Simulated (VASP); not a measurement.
# CO2 (Cmce) in VASP: further runs

Aim: see how the results for CO2 move with the level of theory and the settings. Levels: r2SCAN, PBE. Tasks: electric field gradients.

Everything below comes from runs of VASP 6.6.1. Logs are shortened: lines on timing, memory, paths and dates and some standing lists are left out, and cuts for length are marked.

## (1) The cell of the first run

It takes space group Cmce (No. 64, orthorhombic). The conventional cell has a = 5.272 Å, b = 4.775 Å, c = 6.587 Å, α = 90.00°, β = 90.00°, γ = 90.00°. Within 1.6 Å of C (site symmetry 2/m) lie 2 O at 1.17 Å. Within 1.6 Å of O (site symmetry m) lie 1 C at 1.17 Å.

## (2) Electric field gradients, r2SCAN

File POSCAR:

```
CO2
1.0
    2.6359112300     -2.3873781200      0.0000000000
    2.6359112300      2.3873781200      0.0000000000
    0.0000000000      0.0000000000      6.5871749100
C O
2 4
Direct
    0.0000000000      0.0000000000      0.0000000000
    0.5000000000      0.5000000000      0.5000000000
    0.8065085700      0.1934914300      0.8918433900
    0.1934914300      0.8065085700      0.1081566100
    0.6934914300      0.3065085700      0.3918433900
    0.3065085700      0.6934914300      0.6081566100
```

File INCAR.step1:

```
ALGO = Normal ; EDIFF = 1E-4
ENCUT = 520 ; GGA = PE
ISMEAR = -1 ; LASPH = T
LCHARG = F ; LREAL = F
LWAVE = T ; NBANDS = 25
NELM = 80 ; PREC = Accurate
SIGMA = 0.01
```

File INCAR.step2:

```
ALGO = Normal ; EDIFF = 1E-8
ENCUT = 520 ; ISIF = 2
ISMEAR = -1 ; ISTART = 1
LASPH = T ; LCHARG = F
LEFG = T ; LMIXTAU = T
LREAL = F ; LWAVE = F
METAGGA = R2SCAN ; NBANDS = 25
NELM = 80 ; PREC = Accurate
SIGMA = 0.01
```

File KPOINTS:

```
k-points
0
Gamma
  9 9 5
```

Potentials or basis: VASP PAW PBE potentials, release 64 (C, O).

Started as:

```console
$ cat potpaw_PBE.64/C/POTCAR potpaw_PBE.64/O/POTCAR > POTCAR
$ cp INCAR.step1 INCAR
$ mpirun -np 1 vasp_std > vasp.out
$ cp INCAR.step2 INCAR
$ mpirun -np 1 vasp_std > vasp.out
```

OUTCAR:

```text
EDIFF = 1E-8
   ENCUT = 520
   ISIF = 2
   ISMEAR = -1
   ISTART = 1
   LASPH = T
   LREAL = F
   METAGGA = R2SCAN
   NELM = 80
   PREC = Accurate

 ion  position               nearest neighbor table
   1  0.000  0.000  0.000-   3 1.17   4 1.17
   2  0.500  0.500  0.500-   5 1.17   6 1.17
   3  0.807  0.193  0.892-   1 1.17
   4  0.193  0.807  0.108-   1 1.17
   5  0.693  0.307  0.392-   2 1.17
   6  0.307  0.693  0.608-   2 1.17

  LATTYP: Found a base centered orthorhombic cell.
 ALAT       =     4.7747562400
 B/A-ratio  =     1.1041029521
 C/A-ratio  =     1.3795834968

  Lattice vectors:

 A1 = (  -2.6359112300,  -2.3873781200,   0.0000000000)
 A2 = (   2.6359112300,  -2.3873781200,   0.0000000000)
 A3 = (   0.0000000000,   0.0000000000,   6.5871749100)

Analysis of symmetry for initial positions (statically):
=====================================================================
 Subroutine PRICEL returns:
 Original cell was already a primitive cell.

 Routine SETGRP: Setting up the symmetry group for a
 base centered orthorhombic supercell.

 Subroutine GETGRP returns: Found  8 space group operations
 (whereof  4 operations were pure point group operations)
 out of a pool of  8 trial point group operations.

The static configuration has the point symmetry C_2h.
 The point group associated with its full space group is D_2h.

Analysis of symmetry for dynamics (positions and initial velocities):
=====================================================================
 Subroutine PRICEL returns:
 Original cell was already a primitive cell.

 Routine SETGRP: Setting up the symmetry group for a
 base centered orthorhombic supercell.

 Subroutine GETGRP returns: Found  8 space group operations
 (whereof  4 operations were pure point group operations)
 out of a pool of  8 trial point group operations.

The dynamic configuration has the point symmetry C_2h.
 The point group associated with its full space group is D_2h.

 Subroutine INISYM returns: Found  8 space group operations
 (whereof  4 operations are pure point group operations),
 and found     1 'primitive' translations

----------------------------------------------------------------------------------------

                                     Primitive cell

  volume of cell :      82.9051

  direct lattice vectors                    reciprocal lattice vectors
     2.635911230 -2.387378120  0.000000000     0.189687723 -0.209434775  0.000000000
     2.635911230  2.387378120  0.000000000     0.189687723  0.209434775  0.000000000
     0.000000000  0.000000000  6.587174910     0.000000000  0.000000000  0.151810148

  length of vectors
     3.556346763  3.556346763  6.587174910     0.282567439  0.282567439  0.151810148

  position of ions in fractional coordinates (direct lattice)
     0.000000000  0.000000000  0.000000000
     0.500000000  0.500000000  0.500000000
     0.806508570  0.193491430  0.891843390
     0.193491430  0.806508570  0.108156610
     0.693491430  0.306508570  0.391843390
     0.306508570  0.693491430  0.608156610

  ion indices of the primitive-cell ions
   primitive index   ion index
                 1           1
                 2           2
                 3           3
                 4           4
                 5           5
                 6           6

----------------------------------------------------------------------------------------

 KPOINTS: k-points

Automatic generation of k-mesh.
 Grid dimensions read from file:
 generate k-points for:    9    9    5

 Generating k-lattice:

  Cartesian coordinates                     Fractional coordinates (reciprocal lattice)
     0.021076414 -0.023270531  0.000000000     0.111111111  0.000000000  0.000000000
     0.021076414  0.023270531  0.000000000     0.000000000  0.111111111  0.000000000
[... 52 lines left out ...]
   ISPIN  =      1    spin polarized calculation?
   LNONCOLLINEAR =      F non collinear calculations
   LSORBIT =      F    spin-orbit coupling
   LASPH  =      T    aspherical Exc in radial PAW
   ENCUT  =  520.0 eV  38.22 Ry    6.18 a.u.   6.61  6.61 12.25*2*pi/ulx,y,z
   NELM   =     80;   NELMIN=  2; NELMDL=  0     # of ELM steps
   EDIFF  = 0.1E-07   stopping-criterion for ELM
   LREAL  =      F    real-space projection
   EDIFFG = 0.1E-06   stopping-criterion for IOM
   NSW    =      0    number of steps for IOM
   IBRION =     -1    ionic relax: 0-MD 1-quasi-New 2-CG
   NFREE  =      0    steps in history (QN), initial steepest desc. (CG)
   ISIF   =      2    stress and relaxation
   ISYM   =      2    0-nonsym 1-usesym 2-fastsym
   POTIM  = 0.5000    time-step for ionic-motion
   TEBEG  =    0.0;   TEEND  =   0.0 temperature during run
   PSTRESS=    0.0 pullay stress
   NELECT =      32.0000    total number of electrons
   NUPDOWN=      -1.0000    fix difference up-down
   EMIN   =  10.00;   EMAX   =-10.00  energy-range for DOS
   EFERMI =   0.00;   METHOD = LEGACY
   ISMEAR =    -1;   SIGMA  =   0.01  broadening in eV -4-tet -1-fermi 0-gaus
   EFERMI_NEDOS =   21; number of points for ismear=-14 and -15
   IALGO  =     38    algorithm
   IMIX   =      4    mixing-type and parameters
     AMIX     =   0.40;   BMIX     =  1.00
     AMIX_MAG =   1.60;   BMIX_MAG =  1.00
  volume/ion in A,a.u.               =      13.82        93.25
  Fermi-wavevector in a.u.,A,eV,Ry     =   1.191968  2.252492 19.330976  1.420787
  Thomas-Fermi vector in A             =   2.328017
   LORBIT       =      0    0 simple, 1 ext, 2 COOP (PROOUT), +10 PAW based schemes
   METAGGA = R2SCAN    functional components
   LHFCALC =     F    Hartree Fock is set to
   AEXX    =    0.0000 exact exchange contribution
   IVDW    =     0    specifies the selected vdW correction
   LEPSILON=     F    determine dielectric tensor
   LRPA    =     F    only Hartree local field effects (RPA)
 non-spin polarized calculation
  energy-cutoff  :      520.00
  volume of cell :       82.91
 maximum number of plane-waves:      2260
   NGX = 13   NGY = 13   NGZ = 25

 number of electron      32.0000005 magnetization

 Free energy of the ion-electron system (eV)
  ---------------------------------------------------
  ext. energy  EPLUGINS =         0.00000000
  ---------------------------------------------------
  free energy    TOTEN  =       -51.47415584 eV

  energy without entropy =      -51.47415584  energy(sigma->0) =      -51.47415584

 E-fermi :  -3.2478     XC(G=0):  -8.6486

 val. band max:       -3.5608057097   @ k =  -0.4444   0.4444   0.0000
 cond. band min:       3.6765682030   @ k =   0.0000   0.0000   0.0000
 fundamental gap:      7.2373739128
 Fermi energy:        -3.2478078254

 k-point     1 :       0.0000    0.0000    0.0000
  band No.  band energies     occupation
      1     -25.5907      2.00000
      2     -25.4223      2.00000
      3     -24.3093      2.00000
      4     -24.2263      2.00000
      5      -9.1386      2.00000
      6      -9.0852      2.00000
[... 661 lines left out ...]
     24      11.3451      0.00000
     25      11.3858      0.00000

 [... further k-points ...]

------------------------ aborting loop because EDIFF is reached ----------------------------------------

  FORCE on cell =-STRESS in cart. coord.  units (eV):
  Direction    XX          YY          ZZ          XY          YZ          ZX
  --------------------------------------------------------------------------------------
  -------------------------------------------------------------------------------------
  Total        0.1675602      0.2782542      0.1098432      0.0000000     -0.0000000      0.0000000
  in kB        3.2381749      5.3773844      2.1227674      0.0000000     -0.0000000      0.0000000
  external PRESSURE =       3.5794422 kB  Pullay stress =       0.0000000 kB

 VOLUME and BASIS-vectors are now :
 -----------------------------------------------------------------------------
  energy-cutoff  :      520.00
  volume of cell :       82.91
      direct lattice vectors                 reciprocal lattice vectors
     2.635911230 -2.387378120  0.000000000     0.189687723 -0.209434775  0.000000000
     2.635911230  2.387378120  0.000000000     0.189687723  0.209434775  0.000000000
     0.000000000  0.000000000  6.587174910     0.000000000  0.000000000  0.151810148

 POSITION                                       TOTAL-FORCE (eV/Angst)
 -----------------------------------------------------------------------------------
      0.00000      0.00000      0.00000        -0.000000      0.000000      0.000000
      2.63591      0.00000      3.29359         0.000000     -0.000000      0.000000
      2.63591     -1.46350      5.87473         0.000000      0.047931     -0.025829
      2.63591      1.46350      0.71245         0.000000     -0.047931      0.025829
      2.63591     -0.92387      2.58114         0.000000     -0.047931     -0.025829
      2.63591      0.92387      4.00603         0.000000      0.047931      0.025829
 -----------------------------------------------------------------------------------
    total drift:                                0.000000     -0.000000      0.000000

  FREE ENERGIE OF THE ION-ELECTRON SYSTEM (eV)
  ---------------------------------------------------
  free  energy   TOTEN  =       -51.4741558443 eV

  energy  without entropy=      -51.4741558443  energy(sigma->0) =      -51.47415584

 Electric field gradients (V/A^2)
---------------------------------------------------------------------
 ion       V_xx      V_yy      V_zz      V_xy      V_xz      V_yz
---------------------------------------------------------------------
   1      28.783   -25.083    -3.700    -0.000     0.000    41.310
   2      28.783   -25.083    -3.700    -0.000    -0.000   -41.310
   3     -35.258    31.703     3.555     0.000    -0.000   -53.534
   4     -35.258    31.703     3.555     0.000    -0.000   -53.534
   5     -35.258    31.703     3.555    -0.000     0.000    53.534
   6     -35.258    31.703     3.555     0.000     0.000    53.534
---------------------------------------------------------------------

 Electric field gradients after diagonalization (V/A^2)
 (convention: |V_zz| > |V_xx| > |V_yy|)
----------------------------------------------------------------------
 ion       V_xx      V_yy      V_zz     asymmetry (V_yy - V_xx)/ V_zz
----------------------------------------------------------------------
   1      28.783    28.280   -57.063       0.009
   2      28.783    28.280   -57.063       0.009
   3     -37.724   -35.258    72.982       0.034
   4     -37.724   -35.258    72.982       0.034
   5     -37.724   -35.258    72.982       0.034
   6     -37.724   -35.258    72.982       0.034
----------------------------------------------------------------------

           NMR quadrupolar parameters

 Cq : quadrupolar parameter    Cq=e*Q*V_zz/h
 eta: asymmetry parameters     (V_yy - V_xx)/ V_zz
 Q  : nuclear electric quadrupole moment in mb (millibarn)
----------------------------------------------------------------------
 ion       Cq(MHz)       eta       Q (mb)
----------------------------------------------------------------------
   1      -0.138       0.009       1.000
   2      -0.138       0.009       1.000
   3       0.176       0.034       1.000
   4       0.176       0.034       1.000
   5       0.176       0.034       1.000
   6       0.176       0.034       1.000
----------------------------------------------------------------------
```

Wall time 8.2 min (1 thread of Intel Xeon Platinum 8259CL at 2.50GHz (Skylake/Cascade Lake), shared host); peak memory 0.27 GiB.

Results:

* Free energy: -51.4742 eV
* Pressure: 0.4 GPa
* Largest force: 0.054 eV/Å
* Band gap on the k mesh: 7.24 eV (least direct gap 7.79 eV)
* Largest electric field gradient by atom: C -57.1; O +73.0 V/Å²

Forces on the atoms (eV/Å):
```
C    0.000  0.000  0.000
C    0.000  0.000  0.000
O    0.000  0.048 -0.026
O    0.000 -0.048  0.026
O    0.000 -0.048 -0.026
O    0.000  0.048  0.026
```

Stress tensor (GPa, compression positive):
```
0.32 0.00 0.00
0.00 0.54 0.00
0.00 0.00 0.21
```

Levels at points of the mesh, in eV from the valence-band top:
| k point | band 14 | band 15 | band 16 | band 17 | band 18 | band 19 |
| --- | --- | --- | --- | --- | --- | --- |
| (0.00, 0.00, 0.00) | -0.91 | -0.60 | -0.55 | 7.24 | 7.77 | 8.35 |

Electric field gradients, principal values (V/Å²):
```tsv
atom	least	middle	greatest (by size)
1 C	28.280	28.783	-57.063
2 C	28.280	28.783	-57.063
3 O	-35.258	-37.724	72.982
4 O	-35.258	-37.724	72.982
5 O	-35.258	-37.724	72.982
6 O	-35.258	-37.724	72.982
```

Caveat: without QUAD_EFG the Cq values of the log hold for a quadrupole moment of 1 mb, not for the nuclei; the PAW data sets were made with another functional, which shifts forces and pressure a little; an odd mesh through Γ misses points on the zone boundary, where band edges can lie.

## (3) Electric field gradients, PBE

File INCAR:

```
SYSTEM = CO2
ALGO     = Normal         ! electronic algorithm
EDIFF    = 1E-8           ! SCF threshold, eV
ENCUT    = 520            ! plane-wave cutoff, eV
GGA      = PE             ! functional
ISIF     = 2              ! what is computed and relaxed
ISMEAR   = -1             ! smearing method
LASPH    = .TRUE.         ! aspherical terms in the spheres
LCHARG   = .FALSE.        ! write CHGCAR
LEFG     = .TRUE.       
LREAL    = .FALSE.        ! projectors in reciprocal space
LWAVE    = .FALSE.        ! write WAVECAR
NBANDS   = 25             ! bands
NELM     = 60             ! most SCF steps
PREC     = Accurate       ! precision mode
SIGMA    = 0.01           ! smearing width, eV
```

File KPOINTS:

```
k-points
0
G
  9 9 5
  0 0 0
```

POSCAR is that of step 2.

Potentials or basis: VASP PAW PBE potentials, release 64 (C, O).

Started as:

```console
$ cat potpaw_PBE.64/C/POTCAR potpaw_PBE.64/O/POTCAR > POTCAR
$ mpirun -np 1 vasp_std > vasp.out
```

OUTCAR:

```text
SYSTEM = CO2
   EDIFF = 1E-8
   ENCUT = 520
   GGA = PE
   ISIF = 2
   ISMEAR = -1
   LASPH = .TRUE.
   LREAL = .FALSE.
   NELM = 60
   PREC = Accurate

 ion  position               nearest neighbor table
   1  0.000  0.000  0.000-   3 1.17   4 1.17
   2  0.500  0.500  0.500-   5 1.17   6 1.17
   3  0.807  0.193  0.892-   1 1.17
   4  0.193  0.807  0.108-   1 1.17
   5  0.693  0.307  0.392-   2 1.17
   6  0.307  0.693  0.608-   2 1.17

  LATTYP: Found a base centered orthorhombic cell.
 ALAT       =     4.7747562400
 B/A-ratio  =     1.1041029521
 C/A-ratio  =     1.3795834968

  Lattice vectors:

 A1 = (  -2.6359112300,  -2.3873781200,   0.0000000000)
 A2 = (   2.6359112300,  -2.3873781200,   0.0000000000)
 A3 = (   0.0000000000,   0.0000000000,   6.5871749100)

Analysis of symmetry for initial positions (statically):
=====================================================================
 Subroutine PRICEL returns:
 Original cell was already a primitive cell.
[... 886 lines left out ...]
      2.63591      0.92387      4.00603         0.000000      0.626260      0.475002
 -----------------------------------------------------------------------------------
    total drift:                                0.000000     -0.000000      0.000000

  FREE ENERGIE OF THE ION-ELECTRON SYSTEM (eV)
  ---------------------------------------------------
  free  energy   TOTEN  =       -45.9525872953 eV

  energy  without entropy=      -45.9525872953  energy(sigma->0) =      -45.95258730

 Electric field gradients (V/A^2)
---------------------------------------------------------------------
 ion       V_xx      V_yy      V_zz      V_xy      V_xz      V_yz
---------------------------------------------------------------------
   1      25.255   -21.971    -3.285    -0.000     0.000    36.168
   2      25.255   -21.971    -3.285     0.000     0.000   -36.168
   3     -32.655    29.355     3.300     0.000     0.000   -49.703
   4     -32.655    29.355     3.300    -0.000     0.000   -49.703
   5     -32.655    29.355     3.300    -0.000    -0.000    49.703
   6     -32.655    29.355     3.300     0.000    -0.000    49.703
---------------------------------------------------------------------

 Electric field gradients after diagonalization (V/A^2)
 (convention: |V_zz| > |V_xx| > |V_yy|)
----------------------------------------------------------------------
 ion       V_xx      V_yy      V_zz     asymmetry (V_yy - V_xx)/ V_zz
----------------------------------------------------------------------
   1      25.255    24.728   -49.983       0.011
   2      25.255    24.728   -49.983       0.011
   3     -35.055   -32.655    67.710       0.035
   4     -35.055   -32.655    67.710       0.035
   5     -35.055   -32.655    67.710       0.035
   6     -35.055   -32.655    67.710       0.035
----------------------------------------------------------------------

           NMR quadrupolar parameters

 Cq : quadrupolar parameter    Cq=e*Q*V_zz/h
 eta: asymmetry parameters     (V_yy - V_xx)/ V_zz
 Q  : nuclear electric quadrupole moment in mb (millibarn)
----------------------------------------------------------------------
 ion       Cq(MHz)       eta       Q (mb)
----------------------------------------------------------------------
   1      -0.121       0.011       1.000
   2      -0.121       0.011       1.000
   3       0.164       0.035       1.000
   4       0.164       0.035       1.000
   5       0.164       0.035       1.000
   6       0.164       0.035       1.000
----------------------------------------------------------------------
```

OSZICAR:

```text
N       E                     dE             d eps       ncg     rms          rms(c)
DAV:   1     0.163380897073E+03    0.16338E+03   -0.16879E+04  3758   0.118E+03
DAV:   2    -0.386427792285E+02   -0.20202E+03   -0.19329E+03  5150   0.272E+02
DAV:   3    -0.490802130614E+02   -0.10437E+02   -0.10374E+02  4330   0.630E+01
DAV:   4    -0.491670501702E+02   -0.86837E-01   -0.86773E-01  4689   0.667E+00
DAV:   5    -0.491680804772E+02   -0.10303E-02   -0.10302E-02  4764   0.712E-01    0.135E+01
DAV:   6    -0.462120858379E+02    0.29560E+01   -0.74387E+00  4225   0.197E+01    0.623E+00
DAV:   7    -0.460119468349E+02    0.20014E+00   -0.40307E-01  4766   0.458E+00    0.343E+00
DAV:   8    -0.459581666294E+02    0.53780E-01   -0.28228E-01  4613   0.328E+00    0.755E-01
DAV:   9    -0.459524296659E+02    0.57370E-02   -0.17348E-02  4612   0.939E-01    0.313E-01
DAV:  10    -0.459524267806E+02    0.28853E-05   -0.54040E-03  4720   0.467E-01    0.512E-02
DAV:  11    -0.459525608080E+02   -0.13403E-03   -0.12347E-04  4233   0.813E-02    0.206E-02
DAV:  12    -0.459525873665E+02   -0.26558E-04   -0.21405E-05  4820   0.337E-02    0.532E-03
DAV:  13    -0.459525873963E+02   -0.29825E-07   -0.12830E-06  4392   0.821E-03    0.147E-03
DAV:  14    -0.459525872863E+02    0.11000E-06   -0.20373E-07  4748   0.331E-03    0.387E-04
DAV:  15    -0.459525872953E+02   -0.89663E-08   -0.94192E-09  3703   0.672E-04
   1 F= -.45952587E+02 E0= -.45952587E+02  d E =-.810001E-11
```

Run time: 55 s. Hardware: 1 thread of Intel Xeon 6975P-C (Granite Rapids), shared host; peak memory 0.25 GiB.

Results:

| Item | Value |
| --- | --- |
| Free energy | -45.9526 eV |
| Pressure | 4.3 GPa |
| Largest force | 0.786 eV/Å |
| Band gap on the k mesh | 6.63 eV (least direct gap 7.17 eV) |
| Largest electric field gradient by atom | C -50.0; O +67.7 V/Å² |

Forces on the atoms (eV/Å):
```
C    0.000  0.000  0.000
C    0.000  0.000  0.000
O    0.000  0.626 -0.475
O    0.000 -0.626  0.475
O    0.000 -0.626 -0.475
O    0.000  0.626  0.475
```

Electric field gradients, principal values (V/Å²):
| atom | least | middle | greatest (by size) |
| --- | --- | --- | --- |
| 1 C | 24.728 | 25.255 | -49.983 |
| 2 C | 24.728 | 25.255 | -49.983 |
| 3 O | -32.655 | -35.055 | 67.710 |
| 4 O | -32.655 | -35.055 | 67.710 |
| 5 O | -32.655 | -35.055 | 67.710 |
| 6 O | -32.655 | -35.055 | 67.710 |

Caveat: the cell stands under pressure; this functional lacks dispersion, which holds the molecules together, so the pressure and a relaxed volume are unreliable; without QUAD_EFG the Cq values of the log hold for a quadrupole moment of 1 mb, not for the nuclei; an odd mesh through Γ misses points on the zone boundary, where band edges can lie.

(Continued in part 2 of 2.)
